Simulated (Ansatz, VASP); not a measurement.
# Nb: VASP beside Ansatz

File INCAR:

```
PREC = Accurate ; ENCUT = 520
EDIFF = 1E-8 ; ISMEAR = -1
SIGMA = 0.08 ; LREAL = False
LASPH = True ; NELM = 60
ALGO = Normal ; ISIF = 2
LWAVE = False ; LCHARG = False
GGA = PS ; LEFG = True
NBANDS = 12
```

The input KPOINTS:

```
regular mesh
0
Gamma
  13 13 13
```

The input POSCAR:

```
Nb
1.0
    0.0000000000      2.1324801315      2.1324801315
    2.1324801315      0.0000000000      2.1324801315
    2.1324801315      2.1324801315      0.0000000000
Nb
1
Direct
    0.0000000000      0.0000000000      0.0000000000
```

Input for Ansatz:

```yaml
crystal:
  lattice:
    - [0.0, 2.1324801315, 2.1324801315]
    - [2.1324801315, 0.0, 2.1324801315]
    - [2.1324801315, 2.1324801315, 0.0]
  atoms:
    - { symbol: Nb, position: [0.0, 0.0, 0.0] }
kpoints:
  mp_grid: { grid: [13, 13, 13] }
scf:
  occupations: { method: fermi_dirac, width: 0.08 }
hamiltonian:
  xc: pbesol
  pseudopotentials: { kind: paw }
output:
  forces: true
  stress: true
  eigenvalues: true
  efg: { contact_densities: true }
```

Change from the starting cell: volume scaled by 1.025, PAW files.

Alike in both runs: task electric field gradients; functional PBEsol; k mesh 13 × 13 × 13; occupations fermi-dirac, width 0.08 eV; no spin polarisation.

```csv
,VASP,Ansatz
version,VASP 6.6.1,Ansatz 0.2.0
potentials or method,"VASP PAW PBE potentials, release 64 (Nb_sv)","PAW with Ansatz's default frozen-core files, scalar-relativistic"
plane-wave cutoff (eV),520,420
valence electrons in the cell,13,13
```

VASP gave:

```
pressure (GPa) : -10.4
```

**Question.** Which values does Ansatz return?

**Answer.** Pressure (GPa): -10.2.

VASP's potentials were made for PBE, not for PBEsol. With one functional, cell and mesh, what is left measures potentials, basis and numerics.
